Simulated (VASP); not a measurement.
A run of VASP 6.6.1 is set up as follows.

The input INCAR:

```
SYSTEM = AlH7
  PREC = Accurate
  ENCUT = 600
  EDIFF = 1E-7
  ISMEAR = 0
  SIGMA = 0.02
  LREAL = Auto
  LASPH = .TRUE.
  NELM = 60
  ALGO = Normal
  ISIF = 3
  LWAVE = .FALSE.
  LCHARG = .FALSE.
  GGA = PE
  IBRION = 2
  NSW = 100
  EDIFFG = -0.01
```

KPOINTS

```
Automatic mesh
0
G
  6 4 4
  0 0 0
```

The input POSCAR:

```
AlH7
1.0
    4.6832391287      0.0000000000      0.0000000000
    0.6979938404      7.8942444827      0.0000000000
    0.6868708142      3.9052913865      6.9768675545
Al H
2 14
Direct
    0.9525050682      0.9373656237      0.0366839771
    0.4527160044      0.9367073981      0.0367942401
    0.5737258854      0.6355557938      0.6413936742
    0.4872247603      0.5471356725      0.6956740297
    0.0400252007      0.9079234045      0.5591727874
    0.9348420650      0.9735990032      0.4856816736
    0.0874700359      0.3115209730      0.5243775181
    0.1047362851      0.4192177643      0.4680081438
    0.6334939030      0.3896877617      0.1395464907
    0.5176671933      0.3195619957      0.1921664199
    0.2260825220      0.9458810523      0.8675937283
    0.1771417342      0.0983934708      0.0481353307
    0.7001772649      0.1073569095      0.8790267395
    0.2044216865      0.7668603212      0.1945899964
    0.6790553321      0.9274423201      0.2061738268
    0.7287150591      0.7757905354      0.0249814235
```

Potentials or basis: VASP PAW PBE potentials, release 64 (Al, H).

Launch:

```console
$ cat potpaw_PBE.64/Al/POTCAR potpaw_PBE.64/H/POTCAR > POTCAR
$ mpirun -np 1 vasp_std > vasp.out
```

(1) What does it give for the space group after relaxing (to 0.1 Å)?

(2) What does it give for the relaxed volume?

(3) What does it give for the relaxed cell?

(4) What does it give for the band gap on the k mesh?

Answers

(1) P1 (No. 1).

(2) 16.12 Å³/atom.

(3) a = 4.683 Å, b = 7.925 Å, c = 8.025 Å, α = 60.51°, β = 85.09°, γ = 84.95°.

(4) 2.56 eV (least direct gap 2.56 eV).
